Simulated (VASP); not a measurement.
# Na (P6_3/mmc) in VASP: notebook

Runs on Na. Level: PBE. Tasks: single point, relaxation of cell and atoms.

All numbers are computed with VASP 6.6.1; they aren't measurements. Logs are shortened: lines on timing, memory, paths and dates and some standing lists are left out, and cuts for length are marked.

## Step 1: The cell of the first run

Symmetry: P6_3/mmc, No. 194, hexagonal system. Conventional cell: a = 2.820 Å, b = 2.820 Å, c = 8.965 Å, α = 90.00°, β = 90.00°, γ = 120.00°. Within 3.7 Å of Na (site symmetry -3m) lie 12 Na at 2.77 to 2.82 Å. Na (site symmetry -6m2) has 12 Na at 2.77 to 2.82 Å within 3.7 Å.

## Step 2: Single point, PBE

INCAR reads:

```
SYSTEM = Na
  PREC = Accurate
  ENCUT = 520
  EDIFF = 1E-6
  ISMEAR = -1
  SIGMA = 0.05
  LREAL = .False.
  LASPH = .True.
  NELM = 60
  ALGO = Normal
  ISIF = 2
  LWAVE = .False.
  LCHARG = .True.
  GGA = PE
  LELF = .True.
  LVHAR = .True.
  NBANDS = 22
```

KPOINTS reads:

```
Automatic mesh
0
Gamma
  10 10 6
  0 0 0
```

POSCAR reads:

```
Na
1.0
    2.8200171064      0.0000000000      0.0000000000
   -1.4100085532      2.4422064532      0.0000000000
    0.0000000000      0.0000000000      8.9651027357
Na
4
Direct
    0.0000000000      0.0000000000      0.0000000000
    0.0000000000      0.0000000000      0.5000000000
    0.3333333333      0.6666666667      0.2500000000
    0.6666666667      0.3333333333      0.7500000000
```

Potentials or basis: VASP PAW PBE potentials, release 64 (Na_pv).

Command:

```sh
$ cat potpaw_PBE.64/Na_pv/POTCAR > POTCAR
$ mpirun -np 1 vasp_std > vasp.out
```

OUTCAR:

```text
SYSTEM = Na
   PREC = Accurate
   ENCUT = 520
   EDIFF = 1E-6
   ISMEAR = -1
   LREAL = .False.
   LASPH = .True.
   NELM = 60
   ISIF = 2
   GGA = PE

 ion  position               nearest neighbor table
   1  0.000  0.000  0.000-   3 2.77   4 2.77   3 2.77   4 2.77   4 2.77   3 2.77
   2  0.000  0.000  0.500-   3 2.77   4 2.77   3 2.77   4 2.77   4 2.77   3 2.77
   3  0.333  0.667  0.250-   1 2.77   2 2.77   1 2.77   2 2.77   1 2.77   2 2.77
   4  0.667  0.333  0.750-   1 2.77   2 2.77   1 2.77   2 2.77   1 2.77   2 2.77

  LATTYP: Found a hexagonal cell.
 ALAT       =     2.8200171064
 C/A-ratio  =     3.1790951606

  Lattice vectors:

 A1 = (   2.8200171064,   0.0000000000,   0.0000000000)
 A2 = (  -1.4100085532,   2.4422064532,   0.0000000000)
 A3 = (   0.0000000000,   0.0000000000,   8.9651027357)

Analysis of symmetry for initial positions (statically):
=====================================================================
 Subroutine PRICEL returns:
 Original cell was already a primitive cell.

 Routine SETGRP: Setting up the symmetry group for a
 hexagonal supercell.

 Subroutine GETGRP returns: Found 24 space group operations
 (whereof 12 operations were pure point group operations)
 out of a pool of 24 trial point group operations.

The static configuration has the point symmetry D_3d.
 The point group associated with its full space group is D_6h.

Analysis of symmetry for dynamics (positions and initial velocities):
=====================================================================
 Subroutine PRICEL returns:
 Original cell was already a primitive cell.

 Routine SETGRP: Setting up the symmetry group for a
 hexagonal supercell.

 Subroutine GETGRP returns: Found 24 space group operations
 (whereof 12 operations were pure point group operations)
 out of a pool of 24 trial point group operations.

The dynamic configuration has the point symmetry D_3d.
 The point group associated with its full space group is D_6h.

 Subroutine INISYM returns: Found 24 space group operations
 (whereof 12 operations are pure point group operations),
 and found     1 'primitive' translations

----------------------------------------------------------------------------------------

                                     Primitive cell

  volume of cell :      61.7432

  direct lattice vectors                    reciprocal lattice vectors
     2.820017106  0.000000000  0.000000000     0.354607778  0.204732896  0.000000000
    -1.410008553  2.442206453  0.000000000     0.000000000  0.409465792  0.000000000
     0.000000000  0.000000000  8.965102736     0.000000000  0.000000000  0.111543619

  length of vectors
     2.820017106  2.820017106  8.965102736     0.409465792  0.409465792  0.111543619

  position of ions in fractional coordinates (direct lattice)
     0.000000000  0.000000000  0.000000000
     0.000000000  0.000000000  0.500000000
     0.333333333  0.666666667  0.250000000
     0.666666667  0.333333333  0.750000000

  ion indices of the primitive-cell ions
   primitive index   ion index
                 1           1
                 2           2
                 3           3
                 4           4

----------------------------------------------------------------------------------------

 KPOINTS: Automatic mesh

Automatic generation of k-mesh.
 Grid dimensions read from file:
 generate k-points for:   10   10    6

 Generating k-lattice:

  Cartesian coordinates                     Fractional coordinates (reciprocal lattice)
     0.035460778  0.020473290  0.000000000     0.100000000  0.000000000  0.000000000
     0.000000000  0.040946579  0.000000000     0.000000000  0.100000000  0.000000000
     0.000000000  0.000000000  0.018590603     0.000000000  0.000000000  0.166666667

  Length of vectors
     0.040946579  0.040946579  0.018590603

  Shift w.r.t. Gamma in fractional coordinates (k-lattice)
     0.000000000  0.000000000  0.000000000

 Subroutine IBZKPT returns following result:
 ===========================================

 Found     56 irreducible k-points:

 Following reciprocal coordinates:
            Coordinates               Weight
  0.000000  0.000000  0.000000      1.000000
  0.100000 -0.000000  0.000000      6.000000
  0.200000 -0.000000  0.000000      6.000000
  0.300000 -0.000000  0.000000      6.000000
  0.400000 -0.000000  0.000000      6.000000
  0.500000  0.000000  0.000000      3.000000
[... 16 lines left out ...]
  0.300000  0.100000  0.166667     24.000000
  0.400000  0.100000  0.166667     24.000000
 [... further k-points ...]
   k-points           NKPTS =     56   k-points in BZ     NKDIM =     56   number of bands    NBANDS=     22
   number of dos      NEDOS =    301   number of ions     NIONS =      4
   total plane-waves  NPLWV =  40320
   dimension x,y,z NGX =    24 NGY =   24 NGZ =   70
   dimension x,y,z NGXF=    48 NGYF=   48 NGZF=  140
   ions per type =               4
   NGX,Y,Z   is equivalent  to a cutoff of  14.15, 14.15, 12.98 a.u.
   NGXF,Y,Z  is equivalent  to a cutoff of  28.30, 28.30, 25.96 a.u.
 SYSTEM =  Na
   PREC   = accura    normal or accurate (medium, high low for compatibility)
   ISTART =      0    job   : 0-new  1-cont  2-samecut
   ICHARG =      2    charge: 1-file 2-atom 10-const
   ISPIN  =      1    spin polarized calculation?
   LNONCOLLINEAR =      F non collinear calculations
   LSORBIT =      F    spin-orbit coupling
   LASPH  =      T    aspherical Exc in radial PAW
   ENCUT  =  520.0 eV  38.22 Ry    6.18 a.u.   5.24  5.24 16.67*2*pi/ulx,y,z
   NELM   =     60;   NELMIN=  2; NELMDL= -5     # of ELM steps
   EDIFF  = 0.1E-05   stopping-criterion for ELM
   LREAL  =      F    real-space projection
   EDIFFG = 0.1E-04   stopping-criterion for IOM
   NSW    =      0    number of steps for IOM
   IBRION =     -1    ionic relax: 0-MD 1-quasi-New 2-CG
   NFREE  =      0    steps in history (QN), initial steepest desc. (CG)
   ISIF   =      2    stress and relaxation
   ISYM   =      2    0-nonsym 1-usesym 2-fastsym
   POTIM  = 0.5000    time-step for ionic-motion
   TEBEG  =    0.0;   TEEND  =   0.0 temperature during run
   PSTRESS=    0.0 pullay stress
   NELECT =      28.0000    total number of electrons
   NUPDOWN=      -1.0000    fix difference up-down
   EMIN   =  10.00;   EMAX   =-10.00  energy-range for DOS
   EFERMI =   0.00;   METHOD = LEGACY
   ISMEAR =    -1;   SIGMA  =   0.05  broadening in eV -4-tet -1-fermi 0-gaus
   EFERMI_NEDOS =   21; number of points for ismear=-14 and -15
   IALGO  =     38    algorithm
   IMIX   =      4    mixing-type and parameters
     AMIX     =   0.40;   BMIX     =  1.00
     AMIX_MAG =   1.60;   BMIX_MAG =  1.00
  volume/ion in A,a.u.               =      15.44       104.17
  Fermi-wavevector in a.u.,A,eV,Ry     =   1.257760  2.376821 21.523869  1.581960
  Thomas-Fermi vector in A             =   2.391403
   LORBIT       =      0    0 simple, 1 ext, 2 COOP (PROOUT), +10 PAW based schemes
   GGA     = PE    functional components
   LHFCALC =     F    Hartree Fock is set to
   AEXX    =    0.0000 exact exchange contribution
   IVDW    =     0    specifies the selected vdW correction
   LEPSILON=     F    determine dielectric tensor
   LRPA    =     F    only Hartree local field effects (RPA)
 non-spin polarized calculation
  energy-cutoff  :      520.00
  volume of cell :       61.74
 maximum number of plane-waves:      1684
 NGX is ok and might be reduce to    24

 number of electron      28.0000041 magnetization

 Free energy of the ion-electron system (eV)
  ---------------------------------------------------
  ext. energy  EPLUGINS =         0.00000000
  ---------------------------------------------------
  free energy    TOTEN  =        -0.62080673 eV

  energy without entropy =       -0.61199097  energy(sigma->0) =       -0.61639885

 E-fermi :   4.6543     XC(G=0):  -9.3490

 val. band max:        4.6448562913   @ k =   0.3000   0.1000   0.1667
 cond. band min:       4.7022468550   @ k =   0.4000  -0.0000   0.0000
 fundamental gap:      0.0573905637
 Fermi energy:         4.6543012788

 k-point     1 :       0.0000    0.0000    0.0000
  band No.  band energies     occupation
      1     -21.0460      2.00000
      2     -20.7692      2.00000
      3     -20.7662      2.00000
      4     -20.5494      2.00000
      5     -20.5494      2.00000
      6     -20.5153      2.00000
[... 14 lines left out ...]
     21      19.9213      0.00000
     22      20.7386      0.00000

 k-point     2 :       0.1000   -0.0000    0.0000
  band No.  band energies     occupation
      1     -21.0265      2.00000
      2     -20.7764      2.00000
      3     -20.7735      2.00000
      4     -20.5856      2.00000
      5     -20.5612      2.00000
      6     -20.5400      2.00000
[... 14 lines left out ...]
     21      18.0963      0.00000
     22      18.1605      0.00000

 k-point     3 :       0.2000   -0.0000    0.0000
  band No.  band energies     occupation
      1     -20.9729      2.00000
      2     -20.8135      2.00000
      3     -20.8082      2.00000
      4     -20.6753      2.00000
      5     -20.6362      2.00000
      6     -20.5908      2.00000
[... 14 lines left out ...]
     21      15.3388      0.00000
     22      15.4177      0.00000
[... 476 lines left out ...]
 k-point    23 :       0.3000    0.1000    0.1667
  band No.  band energies     occupation
      1     -20.9391      2.00000
      2     -20.9193      2.00000
      3     -20.8647      2.00000
      4     -20.8297      2.00000
      5     -20.7846      2.00000
      6     -20.6649      2.00000
[... 14 lines left out ...]
     21      13.0378      0.00000
     22      13.8091      0.00000

 k-point    24 :       0.4000    0.1000    0.1667
  band No.  band energies     occupation
      1     -20.9891      2.00000
      2     -20.9738      2.00000
      3     -20.8939      2.00000
      4     -20.8805      2.00000
      5     -20.7402      2.00000
      6     -20.6868      2.00000
[... 14 lines left out ...]
     21      11.6830      0.00000
     22      12.6985      0.00000

 [... further k-points ...]

------------------------ aborting loop because EDIFF is reached ----------------------------------------

  FORCE on cell =-STRESS in cart. coord.  units (eV):
  Direction    XX          YY          ZZ          XY          YZ          ZX
  --------------------------------------------------------------------------------------
  -------------------------------------------------------------------------------------
  Total       13.5308887     13.5308887     13.5309350      0.0000000      0.0000000     -0.0000000
  in kB      351.1134915    351.1134915    351.1146919      0.0000000      0.0000000     -0.0000000
  external PRESSURE =     351.1138916 kB  Pullay stress =       0.0000000 kB

 VOLUME and BASIS-vectors are now :
 -----------------------------------------------------------------------------
  energy-cutoff  :      520.00
  volume of cell :       61.74
      direct lattice vectors                 reciprocal lattice vectors
     2.820017106  0.000000000  0.000000000     0.354607778  0.204732896  0.000000000
    -1.410008553  2.442206453  0.000000000     0.000000000  0.409465792  0.000000000
     0.000000000  0.000000000  8.965102736     0.000000000  0.000000000  0.111543619

 POSITION                                       TOTAL-FORCE (eV/Angst)
 -----------------------------------------------------------------------------------
      0.00000      0.00000      0.00000         0.000000     -0.000000     -0.000000
      0.00000      0.00000      4.48255         0.000000     -0.000000     -0.000000
     -0.00000      1.62814      2.24128         0.000000     -0.000000      0.000000
      1.41001      0.81407      6.72383        -0.000000      0.000000     -0.000000
 -----------------------------------------------------------------------------------
    total drift:                               -0.000000      0.000000      0.000000

  FREE ENERGIE OF THE ION-ELECTRON SYSTEM (eV)
  ---------------------------------------------------
  free  energy   TOTEN  =        -0.6208067307 eV

  energy  without entropy=       -0.6119909674  energy(sigma->0) =       -0.61639885
```

Run time: 84 s. Hardware: 1 thread of AMD EPYC 9755, shared host; peak memory 0.17 GiB.

What came out:

| Item | Value |
| --- | --- |
| Free energy | -0.6208 eV |
| Pressure | 35.1 GPa |
| Band gap on the k mesh | zero (band 14 reaches 6.62 eV, above the bottom of band 15 at 0.93 eV) |

## Step 3: Relaxation of cell and atoms, PBE, target pressure 35 GPa, at which the enthalpy is minimised

This run uses another cell than the first one: it holds 2 atoms, not 4.

INCAR reads:

```
ALGO = Normal
EDIFF = 1E-7
EDIFFG = -0.005
ENCUT = 600
GGA = PE
IBRION = 2
ISIF = 3
ISMEAR = -1
LASPH = T
LCHARG = F
LREAL = F
LWAVE = F
NELM = 60
NSW = 60
PREC = Accurate
PSTRESS = 350.0
SIGMA = 0.05
```

KPOINTS reads:

```
k-points
0
Gamma
  16 16 9
```

POSCAR reads:

```
Na
1.0
    2.8032523543      0.0000000000      0.0000000000
   -1.4016261772      2.4276877520      0.0000000000
    0.0000000000      0.0000000000      4.5412688140
Na
2
Direct
    0.3333333333      0.6666666667      0.2500000000
    0.6666666667      0.3333333333      0.7500000000
```

Potentials or basis: VASP PAW PBE potentials, release 64 (Na_pv).

Command:

```sh
$ cat potpaw_PBE.64/Na_pv/POTCAR > POTCAR
$ mpirun -np 1 vasp_std > vasp.out
```

Run time: 1.9 min. Hardware: 1 thread of AMD EPYC 9755, shared host; peak memory 0.14 GiB.

Results (log left out):

```yaml
Free_energy: -0.3124 eV
Relaxed_volume: 15.45 Å³/atom
Relaxed_cell: a = 2.796 Å, b = 2.796 Å, c = 4.563 Å, α = 90.00°, β = 90.00°, γ = 120.00°
Space_group_after_relaxing_to_0.05_Å: P6_3/mmc (No. 194)
Energy_change_on_relaxing_the_enthalpy_is_what_falls: +1.5 meV/atom
Ionic_steps: 4
Pressure_after_relaxing: 35.0 GPa
Band_gap_on_the_k_mesh: zero (band 7 reaches 7.03 eV, above the bottom of band 8 at 1.29 eV)
```

Step by step:
```tsv
step	energy change (eV)	largest force (eV/Å)	pressure (GPa)	volume (Å³)
1	0.0000	0.0000	34.99	30.91
2	0.0006	0.0000	34.99	30.90
3	0.0026	0.0000	35.04	30.89
4	0.0029	0.0000	35.04	30.89
```

Final structure:
```
CELL_PARAMETERS angstrom
2.79589 0.00000 0.00000
-1.39795 2.42131 0.00000
0.00000 0.00000 4.56313
ATOMIC_POSITIONS crystal
Na 0.33333 0.66667 0.25000
Na 0.66667 0.33333 0.75000
```

Levels at points of the mesh, in eV from the Fermi level:
| k point | band 3 | band 4 | band 5 | band 6 | band 7 | band 8 | band 9 | band 10 | band 11 |
| --- | --- | --- | --- | --- | --- | --- | --- | --- | --- |
| (0.00, 0.00, 0.00) | -25.24 | -25.18 | -25.18 | -25.18 | -5.77 | 0.73 | 1.87 | 15.62 | 15.62 |
| (0.50, 0.00, 0.00) | -25.46 | -25.35 | -25.29 | -25.24 | 0.18 | 0.84 | 4.95 | 6.47 | 6.91 |

Caveat: the cell is relaxed towards a set pressure, so the enthalpy falls and the energy may rise.
